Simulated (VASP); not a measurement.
# KF (Pm-3m) in VASP: further runs

KF is run at these levels: r2SCAN; tasks: single point.

Everything below comes from runs of VASP 6.6.1. Logs are shortened: lines on timing, memory, paths and dates and some standing lists are left out, and cuts for length are marked.

## 1. The cell of the first run

The structure is cubic, space group Pm-3m (No. 221). The conventional cell has a = 3.210 Å, b = 3.210 Å, c = 3.210 Å, α = 90.00°, β = 90.00°, γ = 90.00°. K (site symmetry m-3m) has 8 F at 2.78 Å and 6 K at 3.21 Å within 3.7 Å. F (site symmetry m-3m) has 8 K at 2.78 Å and 6 F at 3.21 Å within 3.7 Å.

## 2. Single point, r2SCAN (volume changed by +3%)

File POSCAR:

```
KF
1.0
    3.2103466806      0.0000000000      0.0000000000
    0.0000000000      3.2103466806      0.0000000000
    0.0000000000      0.0000000000      3.2103466806
K F
1 1
Direct
    0.0000000000      0.0000000000      0.0000000000
    0.5000000000      0.5000000000      0.5000000000
```

File INCAR.step1:

```
SYSTEM = KF
ALGO = Normal
EDIFF = 1E-4
ENCUT = 520
GGA = PE
ISMEAR = 0
LASPH = .True.
LCHARG = .False.
LREAL = .False.
LWAVE = .True.
NBANDS = 15
NELM = 100
PREC = Accurate
SIGMA = 0.01
```

File INCAR.step2:

```
SYSTEM = KF
ALGO = Normal
EDIFF = 1E-6
ENCUT = 520
ISIF = 2
ISMEAR = 0
ISTART = 1
LASPH = .True.
LCHARG = .False.
LMIXTAU = .True.
LREAL = .False.
LWAVE = .False.
METAGGA = R2SCAN
NBANDS = 15
NELM = 100
PREC = Accurate
SIGMA = 0.01
```

File KPOINTS:

```
k-points
0
Gamma
  6 6 6
  0 0 0
```

Potentials or basis: VASP PAW PBE potentials, release 64 (K_sv, F).

Started as:

```sh
$ cat potpaw_PBE.64/K_sv/POTCAR potpaw_PBE.64/F/POTCAR > POTCAR
$ cp INCAR.step1 INCAR
$ mpirun -np 1 vasp_std > vasp.out
$ cp INCAR.step2 INCAR
$ mpirun -np 1 vasp_std > vasp.out
```

OUTCAR:

```text
SYSTEM = KF
   EDIFF = 1E-6
   ENCUT = 520
   ISIF = 2
   ISMEAR = 0
   ISTART = 1
   LASPH = .True.
   LREAL = .False.
   METAGGA = R2SCAN
   NELM = 100
   PREC = Accurate

 ion  position               nearest neighbor table
   1  0.000  0.000  0.000-   2 2.78   2 2.78   2 2.78   2 2.78   2 2.78   2 2.78   2 2.78   2 2.78

   2  0.500  0.500  0.500-   1 2.78   1 2.78   1 2.78   1 2.78   1 2.78   1 2.78   1 2.78   1 2.78

  LATTYP: Found a simple cubic cell.
 ALAT       =     3.2103466806

  Lattice vectors:

 A1 = (   3.2103466806,   0.0000000000,   0.0000000000)
 A2 = (   0.0000000000,   3.2103466806,   0.0000000000)
 A3 = (   0.0000000000,   0.0000000000,   3.2103466806)

Analysis of symmetry for initial positions (statically):
=====================================================================
 Subroutine PRICEL returns:
 Original cell was already a primitive cell.

 Routine SETGRP: Setting up the symmetry group for a
 simple cubic supercell.

 Subroutine GETGRP returns: Found 48 space group operations
[... 9 lines left out ...]

 Routine SETGRP: Setting up the symmetry group for a
 simple cubic supercell.

 Subroutine GETGRP returns: Found 48 space group operations
[... 11 lines left out ...]
                                     Primitive cell

  volume of cell :      33.0869

  direct lattice vectors                    reciprocal lattice vectors
     3.210346681  0.000000000  0.000000000     0.311492838  0.000000000  0.000000000
     0.000000000  3.210346681  0.000000000     0.000000000  0.311492838  0.000000000
     0.000000000  0.000000000  3.210346681     0.000000000  0.000000000  0.311492838

  length of vectors
     3.210346681  3.210346681  3.210346681     0.311492838  0.311492838  0.311492838

  position of ions in fractional coordinates (direct lattice)
     0.000000000  0.000000000  0.000000000
     0.500000000  0.500000000  0.500000000

  ion indices of the primitive-cell ions
   primitive index   ion index
                 1           1
                 2           2

----------------------------------------------------------------------------------------

 KPOINTS: k-points

Automatic generation of k-mesh.
 Grid dimensions read from file:
 generate k-points for:    6    6    6

 Generating k-lattice:

  Cartesian coordinates                     Fractional coordinates (reciprocal lattice)
     0.051915473  0.000000000  0.000000000     0.166666667  0.000000000  0.000000000
     0.000000000  0.051915473  0.000000000     0.000000000  0.166666667  0.000000000
     0.000000000  0.000000000  0.051915473     0.000000000  0.000000000  0.166666667

[... 61 lines left out ...]
   PSTRESS=    0.0 pullay stress
   NELECT =      16.0000    total number of electrons
   NUPDOWN=      -1.0000    fix difference up-down
   EMIN   =  10.00;   EMAX   =-10.00  energy-range for DOS
   EFERMI =   0.00;   METHOD = LEGACY
   ISMEAR =     0;   SIGMA  =   0.01  broadening in eV -4-tet -1-fermi 0-gaus
   EFERMI_NEDOS =   21; number of points for ismear=-14 and -15
   IALGO  =     38    algorithm
   IMIX   =      4    mixing-type and parameters
     AMIX     =   0.40;   BMIX     =  1.00
     AMIX_MAG =   1.60;   BMIX_MAG =  1.00
  volume/ion in A,a.u.               =      16.54       111.64
  Fermi-wavevector in a.u.,A,eV,Ry     =   1.284980  2.428259 22.465566  1.651173
  Thomas-Fermi vector in A             =   2.417141
   LORBIT       =      0    0 simple, 1 ext, 2 COOP (PROOUT), +10 PAW based schemes
   METAGGA = R2SCAN    functional components
   LHFCALC =     F    Hartree Fock is set to
   AEXX    =    0.0000 exact exchange contribution
   IVDW    =     0    specifies the selected vdW correction
   LEPSILON=     F    determine dielectric tensor
   LRPA    =     F    only Hartree local field effects (RPA)
 non-spin polarized calculation
 Gauss-broadening in eV      SIGMA  =   0.01
  energy-cutoff  :      520.00
  volume of cell :       33.09
 maximum number of plane-waves:       912
 NGX is ok and might be reduce to    24
   NGX = 11   NGY = 11   NGZ = 11

 number of electron      15.9999986 magnetization

 Free energy of the ion-electron system (eV)
  ---------------------------------------------------
  ext. energy  EPLUGINS =         0.00000000
  ---------------------------------------------------
  free energy    TOTEN  =       -14.85744102 eV

  energy without entropy =      -14.85744102  energy(sigma->0) =      -14.85744102

 E-fermi :  -2.3636     XC(G=0):  -9.7427

 val. band max:       -2.4402442563   @ k =   0.5000   0.5000   0.0000
 cond. band min:       5.0513536338   @ k =   0.0000   0.0000   0.0000
 fundamental gap:      7.4915978901
 Fermi energy:        -2.3635911265

 k-point     1 :       0.0000    0.0000    0.0000
  band No.  band energies     occupation
      1     -30.3660      2.00000
      2     -22.5086      2.00000
      3     -12.5757      2.00000
      4     -12.5757      2.00000
      5     -12.5757      2.00000
      6      -2.4805      2.00000
      7      -2.4805      2.00000
      8      -2.4805      2.00000
      9       5.0514      0.00000
     10       6.6230      0.00000
     11       6.6230      0.00000
     12      12.5998      0.00000
     13      12.5998      0.00000
     14      12.5998      0.00000
[... 329 lines left out ...]
      2     -22.3399      2.00000
      3     -13.2123      2.00000
      4     -13.2123      2.00000
      5     -13.2123      2.00000
      6      -3.5351      2.00000
      7      -3.5351      2.00000
      8      -3.5351      2.00000
      9       9.0491      0.00000
     10       9.0491      0.00000
     11       9.0491      0.00000
     12      14.3529      0.00000
     13      14.4664      0.00000
     14      14.4664      0.00000
     15      14.4664      0.00000

------------------------ aborting loop because EDIFF is reached ----------------------------------------

  FORCE on cell =-STRESS in cart. coord.  units (eV):
  Direction    XX          YY          ZZ          XY          YZ          ZX
  --------------------------------------------------------------------------------------
  -------------------------------------------------------------------------------------
  Total       -0.2436032     -0.2436032     -0.2436032      0.0000000      0.0000000     -0.0000000
  in kB      -11.7960833    -11.7960833    -11.7960833      0.0000000      0.0000000     -0.0000000
  external PRESSURE =     -11.7960833 kB  Pullay stress =       0.0000000 kB

 VOLUME and BASIS-vectors are now :
 -----------------------------------------------------------------------------
  energy-cutoff  :      520.00
  volume of cell :       33.09
      direct lattice vectors                 reciprocal lattice vectors
     3.210346681  0.000000000  0.000000000     0.311492838  0.000000000  0.000000000
     0.000000000  3.210346681  0.000000000     0.000000000  0.311492838  0.000000000
     0.000000000  0.000000000  3.210346681     0.000000000  0.000000000  0.311492838

 POSITION                                       TOTAL-FORCE (eV/Angst)
 -----------------------------------------------------------------------------------
      0.00000      0.00000      0.00000         0.000000      0.000000      0.000000
      1.60517      1.60517      1.60517         0.000000      0.000000      0.000000
 -----------------------------------------------------------------------------------
    total drift:                                0.000000      0.000000     -0.000000

  FREE ENERGIE OF THE ION-ELECTRON SYSTEM (eV)
  ---------------------------------------------------
  free  energy   TOTEN  =       -14.8574410250 eV

  energy  without entropy=      -14.8574410250  energy(sigma->0) =      -14.85744102
```

OUTCAR.step1:

```text
SYSTEM = KF
   EDIFF = 1E-4
   ENCUT = 520
   GGA = PE
   ISMEAR = 0
   LASPH = .True.
   LREAL = .False.
[... 575 lines left out ...]
      0.00000      0.00000      0.00000         0.000000      0.000000      0.000000
      1.60517      1.60517      1.60517         0.000000      0.000000      0.000000
 -----------------------------------------------------------------------------------
    total drift:                                0.000000      0.000000     -0.000000

  FREE ENERGIE OF THE ION-ELECTRON SYSTEM (eV)
  ---------------------------------------------------
  free  energy   TOTEN  =        -8.0836992259 eV

  energy  without entropy=       -8.0836992259  energy(sigma->0) =       -8.08369923
```

OSZICAR.step1:

```text
N       E                     dE             d eps       ncg     rms          rms(c)
DAV:   1     0.116628930933E+03    0.11663E+03   -0.85664E+03   600   0.106E+03
DAV:   2    -0.458084096365E+01   -0.12121E+03   -0.11148E+03   754   0.294E+02
DAV:   3    -0.917409059222E+01   -0.45932E+01   -0.45743E+01   762   0.517E+01
DAV:   4    -0.928837936568E+01   -0.11429E+00   -0.11428E+00   847   0.755E+00
DAV:   5    -0.929033973896E+01   -0.19604E-02   -0.19604E-02   829   0.828E-01    0.600E+00
DAV:   6    -0.815096843565E+01    0.11394E+01   -0.27183E+00   635   0.138E+01    0.400E+00
DAV:   7    -0.810623757916E+01    0.44731E-01   -0.62709E-02   727   0.226E+00    0.211E+00
DAV:   8    -0.808284282994E+01    0.23395E-01   -0.40176E-02   705   0.209E+00    0.285E-01
DAV:   9    -0.808348676526E+01   -0.64394E-03   -0.26638E-03   781   0.510E-01    0.110E-01
DAV:  10    -0.808366735496E+01   -0.18059E-03   -0.36139E-04   670   0.190E-01    0.797E-02
DAV:  11    -0.808369922588E+01   -0.31871E-04   -0.42413E-05   489   0.725E-02
   1 F= -.80836992E+01 E0= -.80836992E+01  d E =-.149425E-29
```

Run time: 29 s. Hardware: 1 thread of Intel Xeon 6975P-C, shared host; peak memory 0.14 GiB.

Results:

- Free energy: -14.8574 eV
- Pressure: -1.2 GPa
- Band gap on the k mesh: 7.49 eV, indirect (least direct gap 7.53 eV)

Levels at points of the mesh, in eV from the valence-band top:
| k point | band 5 | band 6 | band 7 | band 8 | band 9 | band 10 | band 11 | band 12 |
| --- | --- | --- | --- | --- | --- | --- | --- | --- |
| (0.00, 0.00, 0.00) | -10.14 | -0.04 | -0.04 | -0.04 | 7.49 | 9.06 | 9.06 | 15.04 |
| (0.50, 0.00, 0.00) | -10.01 | -1.25 | -0.17 | -0.17 | 10.12 | 10.52 | 12.31 | 13.55 |
| (0.50, 0.50, 0.00) | -9.92 | -0.62 | -0.62 | 0.00 | 9.40 | 9.96 | 12.94 | 12.94 |
| (0.50, 0.50, 0.50) | -10.77 | -1.09 | -1.09 | -1.09 | 11.49 | 11.49 | 11.49 | 16.79 |

Caveat: the PAW data sets were made with another functional, which shifts forces and pressure a little. A k mesh can miss the band edges.

## 3. Single point, r2SCAN (volume changed by +6%)

File POSCAR:

```
KF
1.0
    3.2412172925      0.0000000000      0.0000000000
    0.0000000000      3.2412172925      0.0000000000
    0.0000000000      0.0000000000      3.2412172925
K F
1 1
Direct
    0.0000000000      0.0000000000      0.0000000000
    0.5000000000      0.5000000000      0.5000000000
```

File INCAR.step1:

```
SYSTEM = KF
PREC = Accurate
ENCUT = 520
ISMEAR = 0
SIGMA = 0.01
LREAL = .FALSE.
LASPH = .TRUE.
NELM = 80
NBANDS = 15
GGA = PE
ALGO = Normal
EDIFF = 1E-4
LWAVE = .TRUE.
LCHARG = .FALSE.
```

File INCAR.step2:

```
SYSTEM = KF
PREC = Accurate
ENCUT = 520
EDIFF = 1E-6
ISMEAR = 0
SIGMA = 0.01
LREAL = .FALSE.
LASPH = .TRUE.
NELM = 80
ALGO = Normal
ISIF = 2
LWAVE = .FALSE.
LCHARG = .FALSE.
METAGGA = R2SCAN
LMIXTAU = .TRUE.
NBANDS = 15
ISTART = 1
```

File KPOINTS:

```
Automatic mesh
0
G
  6 6 6
  0 0 0
```

Potentials or basis: VASP PAW PBE potentials, release 64 (K_sv, F).

Started as:

```sh
$ cat potpaw_PBE.64/K_sv/POTCAR potpaw_PBE.64/F/POTCAR > POTCAR
$ cp INCAR.step1 INCAR
$ mpirun -np 1 vasp_std > vasp.out
$ cp INCAR.step2 INCAR
$ mpirun -np 1 vasp_std > vasp.out
```

OUTCAR:

```text
SYSTEM = KF
   PREC = Accurate
   ENCUT = 520
   EDIFF = 1E-6
   ISMEAR = 0
   LREAL = .FALSE.
   LASPH = .TRUE.
   NELM = 80
   ISIF = 2
   METAGGA = R2SCAN
   ISTART = 1

 ion  position               nearest neighbor table
   1  0.000  0.000  0.000-   2 2.81   2 2.81   2 2.81   2 2.81   2 2.81   2 2.81   2 2.81   2 2.81

   2  0.500  0.500  0.500-   1 2.81   1 2.81   1 2.81   1 2.81   1 2.81   1 2.81   1 2.81   1 2.81

  LATTYP: Found a simple cubic cell.
 ALAT       =     3.2412172925

  Lattice vectors:

 A1 = (   3.2412172925,   0.0000000000,   0.0000000000)
 A2 = (   0.0000000000,   3.2412172925,   0.0000000000)
 A3 = (   0.0000000000,   0.0000000000,   3.2412172925)

Analysis of symmetry for initial positions (statically):
=====================================================================
 Subroutine PRICEL returns:
 Original cell was already a primitive cell.

 Routine SETGRP: Setting up the symmetry group for a
 simple cubic supercell.

 Subroutine GETGRP returns: Found 48 space group operations
[... 9 lines left out ...]

 Routine SETGRP: Setting up the symmetry group for a
 simple cubic supercell.

[... 160 lines left out ...]
      5     -12.7682      2.00000
      6      -2.5759      2.00000
      7      -2.5759      2.00000
      8      -2.5759      2.00000
      9       4.7420      0.00000
     10       6.4990      0.00000
     11       6.4990      0.00000
     12      12.3306      0.00000
     13      12.3306      0.00000
     14      12.3306      0.00000
[... 329 lines left out ...]
      2     -22.4129      2.00000
      3     -13.3640      2.00000
      4     -13.3640      2.00000
      5     -13.3640      2.00000
      6      -3.5726      2.00000
      7      -3.5726      2.00000
      8      -3.5726      2.00000
      9       8.8205      0.00000
     10       8.8205      0.00000
     11       8.8205      0.00000
     12      14.0230      0.00000
     13      14.0230      0.00000
     14      14.0230      0.00000
     15      14.0235      0.00000

------------------------ aborting loop because EDIFF is reached ----------------------------------------

  FORCE on cell =-STRESS in cart. coord.  units (eV):
  Direction    XX          YY          ZZ          XY          YZ          ZX
  --------------------------------------------------------------------------------------
  -------------------------------------------------------------------------------------
  Total       -0.4619928     -0.4619928     -0.4619928     -0.0000000      0.0000000     -0.0000000
  in kB      -21.7380895    -21.7380895    -21.7380895     -0.0000000      0.0000000     -0.0000000
  external PRESSURE =     -21.7380895 kB  Pullay stress =       0.0000000 kB

 VOLUME and BASIS-vectors are now :
 -----------------------------------------------------------------------------
  energy-cutoff  :      520.00
  volume of cell :       34.05
      direct lattice vectors                 reciprocal lattice vectors
     3.241217293  0.000000000  0.000000000     0.308526060  0.000000000  0.000000000
     0.000000000  3.241217293  0.000000000     0.000000000  0.308526060  0.000000000
     0.000000000  0.000000000  3.241217293     0.000000000  0.000000000  0.308526060

 POSITION                                       TOTAL-FORCE (eV/Angst)
 -----------------------------------------------------------------------------------
      0.00000      0.00000      0.00000         0.000000      0.000000      0.000000
      1.62061      1.62061      1.62061         0.000000      0.000000      0.000000
 -----------------------------------------------------------------------------------
    total drift:                                0.000000      0.000000     -0.000000

  FREE ENERGIE OF THE ION-ELECTRON SYSTEM (eV)
  ---------------------------------------------------
  free  energy   TOTEN  =       -14.8487745970 eV

  energy  without entropy=      -14.8487745970  energy(sigma->0) =      -14.84877460
```

OUTCAR.step1:

```text
SYSTEM = KF
   PREC = Accurate
   ENCUT = 520
   ISMEAR = 0
   LREAL = .FALSE.
   LASPH = .TRUE.
[... 575 lines left out ...]
      0.00000      0.00000      0.00000         0.000000      0.000000      0.000000
      1.62061      1.62061      1.62061         0.000000      0.000000      0.000000
 -----------------------------------------------------------------------------------
    total drift:                                0.000000      0.000000     -0.000000

  FREE ENERGIE OF THE ION-ELECTRON SYSTEM (eV)
  ---------------------------------------------------
  free  energy   TOTEN  =        -8.0918832965 eV

  energy  without entropy=       -8.0918832965  energy(sigma->0) =       -8.09188330
```

OSZICAR.step1:

```text
N       E                     dE             d eps       ncg     rms          rms(c)
DAV:   1     0.106775562753E+03    0.10678E+03   -0.85866E+03   600   0.106E+03
DAV:   2    -0.536375354592E+01   -0.11214E+03   -0.10436E+03   810   0.286E+02
DAV:   3    -0.920220228517E+01   -0.38384E+01   -0.38265E+01   720   0.472E+01
DAV:   4    -0.930534041785E+01   -0.10314E+00   -0.10312E+00   843   0.770E+00
DAV:   5    -0.930810510916E+01   -0.27647E-02   -0.27647E-02   796   0.103E+00    0.597E+00
DAV:   6    -0.816143356991E+01    0.11467E+01   -0.27772E+00   649   0.136E+01    0.385E+00
DAV:   7    -0.811585047783E+01    0.45583E-01   -0.62292E-02   713   0.225E+00    0.203E+00
DAV:   8    -0.809097866611E+01    0.24872E-01   -0.41397E-02   698   0.211E+00    0.276E-01
DAV:   9    -0.809165362264E+01   -0.67496E-03   -0.26529E-03   752   0.508E-01    0.111E-01
DAV:  10    -0.809185043301E+01   -0.19681E-03   -0.36244E-04   685   0.189E-01    0.806E-02
DAV:  11    -0.809188329652E+01   -0.32864E-04   -0.44377E-05   496   0.733E-02
   1 F= -.80918833E+01 E0= -.80918833E+01  d E =-.271005E-63
```

Run time: 28 s. Hardware: 1 thread of Intel Xeon 6975P-C, shared host; peak memory 0.14 GiB.

Results:

```yaml
Free_energy: -14.8488 eV
Pressure: -2.2 GPa
Band_gap_on_the_k_mesh: 7.27 eV, indirect (least direct gap 7.32 eV)
```

Caveat: the PAW data sets were made with another functional, which shifts forces and pressure a little. A k mesh can miss the band edges.
